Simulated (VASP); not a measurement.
Here is a VASP 6.6.1 calculation.

Contents of INCAR:

```
ALGO     = Normal         # electronic algorithm
EDIFF    = 1E-8           # SCF threshold, eV
ENCUT    = 520            # plane-wave cutoff, eV
GGA      = PE             # functional
ISIF     = 2              # what is computed and relaxed
ISMEAR   = -1             # smearing method
LASPH    = T              # aspherical terms in the spheres
LCHARG   = F              # write CHGCAR
LEFG     = T            
LREAL    = Auto         
LWAVE    = F              # write WAVECAR
NBANDS   = 46             # bands
NELM     = 80             # most SCF steps
PREC     = Accurate       # precision mode
SIGMA    = 0.05           # smearing width, eV
```

Contents of KPOINTS:

```
k-points
0
Gamma
  4 4 4
```

File POSCAR:

```
Si
1.0
    6.6360000000      0.0000000000      0.0000000000
    0.0000000000      6.6360000000      0.0000000000
    0.0000000000      0.0000000000      6.6360000000
Si
16
Direct
    0.1015792716      0.1015792716      0.1015792716
    0.6015792716      0.6015792716      0.6015792716
    0.8984207284      0.3984207284      0.1015792716
    0.3984207284      0.8984207284      0.6015792716
    0.1015792716      0.8984207284      0.3984207284
    0.6015792716      0.3984207284      0.8984207284
    0.3984207284      0.1015792716      0.8984207284
    0.8984207284      0.6015792716      0.3984207284
    0.3984207284      0.3984207284      0.3984207284
    0.8984207284      0.8984207284      0.8984207284
    0.1015792716      0.6015792716      0.8984207284
    0.6015792716      0.1015792716      0.3984207284
    0.8984207284      0.1015792716      0.6015792716
    0.3984207284      0.6015792716      0.1015792716
    0.6015792716      0.8984207284      0.1015792716
    0.1015792716      0.3984207284      0.6015792716
```

Potentials or basis: VASP PAW PBE potentials, release 64 (Si).

Run with:

```console
$ cat potpaw_PBE.64/Si/POTCAR > POTCAR
$ mpirun -np 1 vasp_std > vasp.out
```

Task: What does it give for the pressure?

Result: 0.9 GPa.

Task: Estimate the largest force.

Result: 0.018 eV/Å.

Forces in eV/Å, atoms in the order of the input:
```
Si   0.011  0.011  0.011
Si   0.011  0.011  0.011
Si  -0.011 -0.011  0.011
Si  -0.011 -0.011  0.011
Si   0.011 -0.011 -0.011
Si   0.011 -0.011 -0.011
Si  -0.011  0.011 -0.011
Si  -0.011  0.011 -0.011
Si  -0.011 -0.011 -0.011
Si  -0.011 -0.011 -0.011
Si   0.011  0.011 -0.011
Si   0.011  0.011 -0.011
Si  -0.011  0.011  0.011
Si  -0.011  0.011  0.011
Si   0.011 -0.011  0.011
Si   0.011 -0.011  0.011
```

Caveat: without QUAD_EFG the Cq values of the log hold for a quadrupole moment of 1 mb, not for the nuclei.
